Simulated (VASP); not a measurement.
# Sn4H (I4/mmm) in VASP: notebook

Sn4H is run at these levels: PBE; tasks: relaxation of cell and atoms, single point.

Program: VASP 6.6.1. These are calculated values, not measurements. Logs are shortened: lines on timing, memory, paths and dates and some standing lists are left out, and cuts for length are marked.

### Step 1. The cell of the first run

Symmetry: I4/mmm, No. 139, tetragonal system. Conventional cell: a = 5.762 Å, b = 5.762 Å, c = 7.802 Å, α = 90.00°, β = 90.00°, γ = 90.00°. Sn (site symmetry 4mm) has 1 H at 2.60 Å and 5 Sn at 2.60 to 2.95 Å within 3.4 Å. Within 4.1 Å of Sn (site symmetry -4m2) lie 10 Sn at 2.95 to 4.07 Å and 4 H at 3.48 Å. H (site symmetry 4/mmm) has 10 Sn at 2.60 to 3.48 Å within 3.5 Å.

The cell was built from a structure type or drawn by symmetry, and may not be a known phase.

### Step 2. Relaxation of cell and atoms, PBE

File INCAR:

```
SYSTEM = Sn4H
PREC = Accurate
ENCUT = 600
EDIFF = 1E-6
ISMEAR = 0
SIGMA = 0.2
LREAL = .FALSE.
LASPH = .TRUE.
NELM = 80
ALGO = Normal
ISIF = 3
LWAVE = .FALSE.
LCHARG = .FALSE.
GGA = PE
IBRION = 2
NSW = 36
EDIFFG = -0.08
```

File KPOINTS:

```
Automatic mesh
0
G
  4 4 4
  0 0 0
```

File POSCAR:

```
Sn4H
1.0
   -2.8808494000      2.8808494000      3.9008887400
    2.8808494000     -2.8808494000      3.9008887400
    2.8808494000      2.8808494000     -3.9008887400
Sn H
4 1
Direct
    0.1668157600      0.1668157600      0.0000000000
    0.8331842400      0.8331842400      0.0000000000
    0.7500000000      0.2500000000      0.5000000000
    0.2500000000      0.7500000000      0.5000000000
    0.5000000000      0.5000000000      0.0000000000
```

Potentials or basis: VASP PAW PBE potentials, release 64 (Sn_d, H).

Command:

```
cat potpaw_PBE.64/Sn_d/POTCAR potpaw_PBE.64/H/POTCAR > POTCAR
mpirun -np 1 vasp_std > vasp.out
```

OUTCAR:

```text
SYSTEM = Sn4H
   PREC = Accurate
   ENCUT = 600
   EDIFF = 1E-6
   ISMEAR = 0
   LREAL = .FALSE.
   LASPH = .TRUE.
   NELM = 80
   ISIF = 3
   GGA = PE
   IBRION = 2
   NSW = 36
   EDIFFG = -0.08

 ion  position               nearest neighbor table
   1  0.167  0.167  0.000-   2 2.60   4 2.95   3 2.95   3 2.95   4 2.95
   2  0.833  0.833  0.000-   1 2.60   3 2.95   4 2.95   3 2.95   4 2.95
   3  0.750  0.250  0.500-   2 2.95   1 2.95   2 2.95   1 2.95
   4  0.250  0.750  0.500-   2 2.95   1 2.95   2 2.95   1 2.95
   5  0.500  0.500  0.000-

  LATTYP: Found a body centered tetragonal cell.
 ALAT       =     5.7616988000
 C/A-ratio  =     1.3540758986

  Lattice vectors:

 A1 = (  -2.8808494000,   2.8808494000,   3.9008887400)
 A2 = (   2.8808494000,  -2.8808494000,   3.9008887400)
 A3 = (   2.8808494000,   2.8808494000,  -3.9008887400)

Analysis of symmetry for initial positions (statically):
=====================================================================
 Subroutine PRICEL returns:
 Original cell was already a primitive cell.

 Routine SETGRP: Setting up the symmetry group for a
 body centered tetragonal supercell.

 Subroutine GETGRP returns: Found 16 space group operations
 (whereof 16 operations were pure point group operations)
 out of a pool of 16 trial point group operations.

The static configuration has the point symmetry D_4h.

Analysis of symmetry for dynamics (positions and initial velocities):
=====================================================================
 Subroutine PRICEL returns:
 Original cell was already a primitive cell.

 Routine SETGRP: Setting up the symmetry group for a
 body centered tetragonal supercell.

 Subroutine GETGRP returns: Found 16 space group operations
 (whereof 16 operations were pure point group operations)
 out of a pool of 16 trial point group operations.

The dynamic configuration has the point symmetry D_4h.

 Subroutine INISYM returns: Found 16 space group operations
 (whereof 16 operations are pure point group operations),
 and found     1 'primitive' translations

----------------------------------------------------------------------------------------

                                     Primitive cell

  volume of cell :     129.4985

  direct lattice vectors                    reciprocal lattice vectors
    -2.880849400  2.880849400  3.900888740     0.000000000  0.173559923  0.128175919
     2.880849400 -2.880849400  3.900888740     0.173559923  0.000000000  0.128175919
     2.880849400  2.880849400 -3.900888740     0.173559923  0.173559923  0.000000000

  length of vectors
     5.640524753  5.640524753  5.640524753     0.215759387  0.215759387  0.245450797

  position of ions in fractional coordinates (direct lattice)
     0.166815760  0.166815760  0.000000000
     0.833184240  0.833184240  0.000000000
     0.750000000  0.250000000  0.500000000
     0.250000000  0.750000000  0.500000000
     0.500000000  0.500000000  0.000000000

  ion indices of the primitive-cell ions
   primitive index   ion index
                 1           1
                 2           2
                 3           3
                 4           4
                 5           5

----------------------------------------------------------------------------------------

 KPOINTS: Automatic mesh

Automatic generation of k-mesh.
 Grid dimensions read from file:
 generate k-points for:    4    4    4

 Generating k-lattice:

  Cartesian coordinates                     Fractional coordinates (reciprocal lattice)
     0.000000000  0.043389981  0.032043980     0.250000000  0.000000000  0.000000000
     0.043389981  0.000000000  0.032043980     0.000000000  0.250000000  0.000000000
     0.043389981  0.043389981  0.000000000     0.000000000  0.000000000  0.250000000

  Length of vectors
     0.053939847  0.053939847  0.061362699

  Shift w.r.t. Gamma in fractional coordinates (k-lattice)
     0.000000000  0.000000000  0.000000000

 Subroutine IBZKPT returns following result:
 ===========================================

 Found     13 irreducible k-points:

 Following reciprocal coordinates:
            Coordinates               Weight
  0.000000  0.000000  0.000000      1.000000
  0.250000 -0.000000  0.000000      8.000000
  0.500000 -0.000000  0.000000      4.000000
  0.250000  0.250000  0.000000      8.000000
  0.500000  0.250000  0.000000     16.000000
 -0.250000  0.250000  0.000000      4.000000
  0.500000  0.500000  0.000000      2.000000
  0.250000  0.250000  0.250000      2.000000
 -0.250000  0.250000  0.250000      4.000000
  0.500000  0.500000  0.250000      4.000000
 -0.250000  0.500000  0.250000      8.000000
 -0.250000 -0.250000  0.250000      2.000000
  0.500000  0.500000  0.500000      1.000000
   k-points           NKPTS =     13   k-points in BZ     NKDIM =     13   number of bands    NBANDS=     34
   number of dos      NEDOS =    301   number of ions     NIONS =      5
   total plane-waves  NPLWV = 110592
   dimension x,y,z NGX =    48 NGY =   48 NGZ =   48
   dimension x,y,z NGXF=    96 NGYF=   96 NGZF=   96
   ions per type =               4   1
   NGX,Y,Z   is equivalent  to a cutoff of  14.15, 14.15, 14.15 a.u.
   NGXF,Y,Z  is equivalent  to a cutoff of  28.29, 28.29, 28.29 a.u.
 SYSTEM =  Sn4H
   PREC   = accura    normal or accurate (medium, high low for compatibility)
   ISTART =      0    job   : 0-new  1-cont  2-samecut
   ICHARG =      2    charge: 1-file 2-atom 10-const
   ISPIN  =      1    spin polarized calculation?
   LNONCOLLINEAR =      F non collinear calculations
   LSORBIT =      F    spin-orbit coupling
   LASPH  =      T    aspherical Exc in radial PAW
   ENCUT  =  600.0 eV  44.10 Ry    6.64 a.u.  11.27 11.27 11.27*2*pi/ulx,y,z
   NELM   =     80;   NELMIN=  2; NELMDL= -5     # of ELM steps
   EDIFF  = 0.1E-05   stopping-criterion for ELM
   LREAL  =      F    real-space projection
   EDIFFG = -.8E-01   stopping-criterion for IOM
   NSW    =     36    number of steps for IOM
   IBRION =      2    ionic relax: 0-MD 1-quasi-New 2-CG
   NFREE  =      1    steps in history (QN), initial steepest desc. (CG)
   ISIF   =      3    stress and relaxation
   ISYM   =      2    0-nonsym 1-usesym 2-fastsym
   POTIM  = 0.5000    time-step for ionic-motion
   TEBEG  =    0.0;   TEEND  =   0.0 temperature during run
   PSTRESS=    0.0 pullay stress
   NELECT =      57.0000    total number of electrons
   NUPDOWN=      -1.0000    fix difference up-down
   EMIN   =  10.00;   EMAX   =-10.00  energy-range for DOS
   EFERMI =   0.00;   METHOD = LEGACY
   ISMEAR =     0;   SIGMA  =   0.20  broadening in eV -4-tet -1-fermi 0-gaus
   EFERMI_NEDOS =   21; number of points for ismear=-14 and -15
   IALGO  =     38    algorithm
   IMIX   =      4    mixing-type and parameters
     AMIX     =   0.40;   BMIX     =  1.00
     AMIX_MAG =   1.60;   BMIX_MAG =  1.00
  volume/ion in A,a.u.               =      25.90       174.78
  Fermi-wavevector in a.u.,A,eV,Ry     =   1.245312  2.353299 21.099947  1.550802
  Thomas-Fermi vector in A             =   2.379540
   LORBIT       =      0    0 simple, 1 ext, 2 COOP (PROOUT), +10 PAW based schemes
   GGA     = PE    functional components
   LHFCALC =     F    Hartree Fock is set to
   AEXX    =    0.0000 exact exchange contribution
   IVDW    =     0    specifies the selected vdW correction
   LEPSILON=     F    determine dielectric tensor
   LRPA    =     F    only Hartree local field effects (RPA)
 conjugate gradient relaxation of ions
 non-spin polarized calculation
 Gauss-broadening in eV      SIGMA  =   0.20
  energy-cutoff  :      600.00
  volume of cell :      129.50
 maximum number of plane-waves:      4355
 NGX is ok and might be reduce to    48
   NGX = 23   NGY = 23   NGZ = 23

--------------------------------------- Ionic step        1  -------------------------------------------

 number of electron      56.9999991 magnetization

 Free energy of the ion-electron system (eV)
  ---------------------------------------------------
  ext. energy  EPLUGINS =         0.00000000
  ---------------------------------------------------
  free energy    TOTEN  =       -16.27651458 eV

  energy without entropy =      -16.22628347  energy(sigma->0) =      -16.25139903

------------------------ aborting loop because EDIFF is reached ----------------------------------------

  FORCE on cell =-STRESS in cart. coord.  units (eV):
  Direction    XX          YY          ZZ          XY          YZ          ZX
  --------------------------------------------------------------------------------------
  -------------------------------------------------------------------------------------
  Total        2.5947544      2.5947544      2.4003268      0.0000000      0.0000000      0.0000000
  in kB       32.1027455     32.1027455     29.6972535      0.0000000      0.0000000      0.0000000
  external PRESSURE =      31.3009148 kB  Pullay stress =       0.0000000 kB
[... 98 lines left out ...]
  FREE ENERGIE OF THE ION-ELECTRON SYSTEM (eV)
  ---------------------------------------------------
  free  energy   TOTEN  =       -16.7639731680 eV

  energy  without entropy=      -16.7192546490  energy(sigma->0) =      -16.74161391

[... ionic steps 4 to 10 ...]

--------------------------------------- Ionic step       11  -------------------------------------------

 number of electron      56.9999998 magnetization

------------------------ aborting loop because EDIFF is reached ----------------------------------------

  FORCE on cell =-STRESS in cart. coord.  units (eV):
  Direction    XX          YY          ZZ          XY          YZ          ZX
  --------------------------------------------------------------------------------------
  -------------------------------------------------------------------------------------
  Total       -0.7938714     -0.7938714      0.2673073      0.0000000      0.0000000      0.0000000
  in kB       -9.7261782     -9.7261782      3.2749371      0.0000000      0.0000000      0.0000000
  external PRESSURE =      -5.3924731 kB  Pullay stress =       0.0000000 kB
[... 63 lines left out ...]
  energy  without entropy=      -17.7097137395  energy(sigma->0) =      -17.72927329

--------------------------------------- Ionic step       13  -------------------------------------------

 number of electron      57.0000006 magnetization

 Free energy of the ion-electron system (eV)
  ---------------------------------------------------
  ext. energy  EPLUGINS =         0.00000000
  ---------------------------------------------------
  free energy    TOTEN  =       -17.75019456 eV

  energy without entropy =      -17.70970807  energy(sigma->0) =      -17.72995131

 E-fermi :   6.0410     XC(G=0):  -9.5440

 val. band max:        6.0256043146   @ k =   0.2500  -0.0000   0.0000
 cond. band min:       6.0662690722   @ k =  -0.2500   0.5000   0.2500
 fundamental gap:      0.0406647576
 Fermi energy:         6.0409802919

 k-point     1 :       0.0000    0.0000    0.0000
  band No.  band energies     occupation
      1     -15.4556      2.00000
      2     -15.4125      2.00000
      3     -15.3295      2.00000
      4     -15.3133      2.00000
      5     -15.3118      2.00000
      6     -15.2808      2.00000
[... 502 lines left out ...]
  FREE ENERGIE OF THE ION-ELECTRON SYSTEM (eV)
  ---------------------------------------------------
  free  energy   TOTEN  =       -17.7501945588 eV

  energy  without entropy=      -17.7097080668  energy(sigma->0) =      -17.72995131

 reached required accuracy - stopping structural energy minimisation
```

Run time: 6.8 min. Hardware: 1 thread of Intel Xeon 6975P-C (Granite Rapids), shared host; peak memory 0.36 GiB.

Results:

| Quantity | Value |
| --- | --- |
| Free energy | -17.7502 eV |
| Relaxed volume | 25.77 Å³/atom |
| Relaxed cell | a = 5.529 Å, b = 5.529 Å, c = 5.529 Å, α = 112.79°, β = 112.79°, γ = 103.02° |
| Space group after relaxing (to 0.1 Å) | I4/mmm (No. 139) |
| Energy gained by relaxing | 294.7 meV/atom |
| Ionic steps | 13 |
| Pressure after relaxing | 0.1 GPa |
| Largest force after relaxing | 0.058 eV/Å |
| Band gap on the k mesh | zero (an odd number of electrons rules out a gap without spin polarisation) |

Forces on the atoms (eV/Å):
```
Sn   0.000  0.000 -0.058
Sn   0.000  0.000  0.058
Sn   0.000  0.000  0.000
Sn   0.000  0.000  0.000
H    0.000  0.000  0.000
```

Step by step:
| step | energy change (eV) | largest force (eV/Å) | pressure (GPa) | volume (Å³) |
| --- | --- | --- | --- | --- |
| 1 | 0.0000 | 2.6925 | 3.13 | 129.50 |
| 2 | -0.4629 | 0.8540 | -1.16 | 139.21 |
| 3 | -0.4875 | 0.7011 | -1.75 | 141.33 |
| 4 | -0.4964 | 0.5313 | -2.72 | 145.61 |
| 5 | -0.9985 | 0.6154 | -2.54 | 140.23 |
| 6 | -0.0708 | 4.6170 | 6.86 | 122.11 |
| 7 | -1.1821 | 0.7496 | -2.21 | 137.04 |
| 8 | -1.4517 | 0.2477 | -0.17 | 129.82 |
| 9 | -1.4617 | 0.2210 | -0.94 | 131.83 |
| 10 | -1.4685 | 0.0632 | -0.67 | 131.09 |
| 11 | -1.4678 | 0.0075 | -0.54 | 130.77 |
| 12 | -1.4723 | 0.0854 | 0.46 | 127.97 |
| 13 | -1.4737 | 0.0580 | 0.11 | 128.86 |

Final structure:
```yaml
crystal:
  lattice:
    - [-3.05990, 3.05990, 3.44071]
    - [3.05990, -3.05990, 3.44071]
    - [3.05990, 3.05990, -3.44071]
  atoms:
    - { symbol: Sn, position: [0.22359, 0.22359, 0.00000] }
    - { symbol: Sn, position: [0.77641, 0.77641, 0.00000] }
    - { symbol: Sn, position: [0.75000, 0.25000, 0.50000] }
    - { symbol: Sn, position: [0.25000, 0.75000, 0.50000] }
    - { symbol: H, position: [0.50000, 0.50000, 0.00000] }
```

Caveat: spin-orbit coupling is left out, which moves the levels of the heavy elements; the relaxation stopped at a loose force limit of 0.08 eV/Å, so its end isn't a converged minimum.

### Step 3. Single point, PBE

This run uses another cell than the first one, of 25.64 Å³/atom.

File INCAR:

```
SYSTEM = Sn4H
ALGO = Normal
EDIFF = 1E-6
ENCUT = 520
GGA = PE
ISIF = 2
ISMEAR = 0
LASPH = .TRUE.
LCHARG = .FALSE.
LREAL = .FALSE.
LWAVE = .FALSE.
NBANDS = 36
NELM = 60
PREC = Accurate
SIGMA = 0.1
```

File KPOINTS:

```
k-points
0
G
  8 8 8
  0 0 0
```

File POSCAR:

```
Sn4H
1.0
   -3.0682153370      3.0682153370      3.4046226209
    3.0682153370     -3.0682153370      3.4046226209
    3.0682153370      3.0682153370     -3.4046226209
Sn H
4 1
Direct
    0.2211602224      0.2211602224      0.0000000000
    0.7788397776      0.7788397776      0.0000000000
    0.7500000000      0.2500000000      0.5000000000
    0.2500000000      0.7500000000      0.5000000000
    0.5000000000      0.5000000000      0.0000000000
```

Potentials or basis: VASP PAW PBE potentials, release 64 (Sn_d, H).

Command:

```
cat potpaw_PBE.64/Sn_d/POTCAR potpaw_PBE.64/H/POTCAR > POTCAR
mpirun -np 1 vasp_std > vasp.out
```

Wall time 2.3 min (1 thread of Intel Xeon 6975P-C (Granite Rapids), shared host); peak memory 0.38 GiB.

Results (log left out):

```
Free energy            : -17.6947 eV
Pressure               : 0.0 GPa
Band gap on the k mesh : zero (an odd number of electrons rules out a gap without spin polarisation)
```

Forces on the atoms (eV/Å):
```
Sn   0.000  0.000 -0.002
Sn   0.000  0.000  0.002
Sn   0.000  0.000  0.000
Sn   0.000  0.000  0.000
H    0.000  0.000  0.000
```

Levels at points of the mesh, in eV from the Fermi level:
| k point | band 26 | band 27 | band 28 | band 29 | band 30 | band 31 | band 32 | band 33 |
| --- | --- | --- | --- | --- | --- | --- | --- | --- |
| (0.00, 0.00, 0.00) | -2.51 | -2.51 | -1.74 | -1.74 | -1.40 | 2.75 | 2.75 | 3.08 |
| (0.50, 0.00, 0.00) | -2.38 | -1.82 | -0.84 | 0.55 | 0.94 | 1.53 | 1.79 | 3.56 |
| (0.50, 0.50, 0.00) | -2.14 | 0.62 | 0.68 | 0.77 | 1.35 | 2.28 | 2.31 | 3.37 |
| (0.50, 0.50, 0.50) | -4.14 | -1.60 | -0.63 | -0.18 | -0.18 | 5.40 | 5.47 | 5.66 |

Caveat: spin-orbit coupling is left out, which moves the levels of the heavy elements.

(Part 1 of 2 ends here.)
